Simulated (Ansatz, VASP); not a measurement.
**SrTiO3 in VASP and in Ansatz**

File INCAR:

```
PREC     = Accurate       # precision mode
ENCUT    = 520            # plane-wave cutoff, eV
EDIFF    = 1E-6           # SCF threshold, eV
ISMEAR   = -1             # smearing method
SIGMA    = 0.02           # smearing width, eV
LREAL    = False          # projectors in reciprocal space
LASPH    = True           # aspherical terms in the spheres
NELM     = 80             # most SCF steps
ALGO     = Normal         # electronic algorithm
ISIF     = 2              # what is computed and relaxed
LWAVE    = False          # write WAVECAR
LCHARG   = False          # write CHGCAR
GGA      = PE             # functional
NBANDS   = 28             # bands
```

File KPOINTS:

```
regular mesh
0
Gamma
  6 6 6
```

Contents of POSCAR:

```
SrTiO3
1.0
    3.9068515088      0.0000000000      0.0000000000
    0.0000000000      3.9068515088      0.0000000000
    0.0000000000      0.0000000000      3.9068515088
Sr Ti O
1 1 3
Direct
    0.0000000000      0.0000000000      0.0000000000
    0.5000000000      0.5000000000      0.5000000000
    0.5000000000      0.5000000000      0.0000000000
    0.5000000000      0.0000000000      0.5000000000
    0.0000000000      0.5000000000      0.5000000000
```

Input for Ansatz:

```yaml
crystal:
  lattice:
    - [3.9068515088, 0.0, 0.0]
    - [0.0, 3.9068515088, 0.0]
    - [0.0, 0.0, 3.9068515088]
  atoms:
    - { symbol: Sr, position: [0.0, 0.0, 0.0] }
    - { symbol: Ti, position: [0.5, 0.5, 0.5] }
    - { symbol: O, position: [0.5, 0.5, 0.0] }
    - { symbol: O, position: [0.5, 0.0, 0.5] }
    - { symbol: O, position: [0.0, 0.5, 0.5] }
kpoints:
  mp_grid: { grid: [6, 6, 6] }
  band_path:
    path:
      - [[0.0, 0.0, 0.0], [0.0, 0.5, 1.643207187894e-35], [0.5, 0.5, 6.572828751576e-35], [0.0, 0.0, 0.0], [0.5, 0.5, 0.5], [0.0, 0.5, 1.643207187894e-35]]
      - [[0.5, 0.5, 0.5], [0.5, 0.5, 6.572828751576e-35]]
    npoints: 10
hamiltonian:
  xc: pbe
scf:
  occupations: { method: fermi_dirac, width: 0.02 }
  n_extra_bands: 5
output:
  forces: true
  stress: true
  eigenvalues: true
```

Alike in both runs: task single point; functional PBE; k mesh 6 × 6 × 6; occupations fermi-dirac, width 0.02 eV; no spin polarisation.

```csv
,VASP,Ansatz
version,VASP 6.6.1,Ansatz 0.2.0
potentials or method,"VASP PAW PBE potentials, release 64 (Sr_sv, Ti_sv, O)","plane waves, PAW"
plane-wave cutoff (eV),520,420
valence electrons in the cell,40,40
```

```csv
,VASP,Ansatz,Ansatz less VASP
gap on the k mesh at the Fermi level (eV),1.85,1.88,+0.031
pressure (GPa),4.7,4.1,-0.66
```
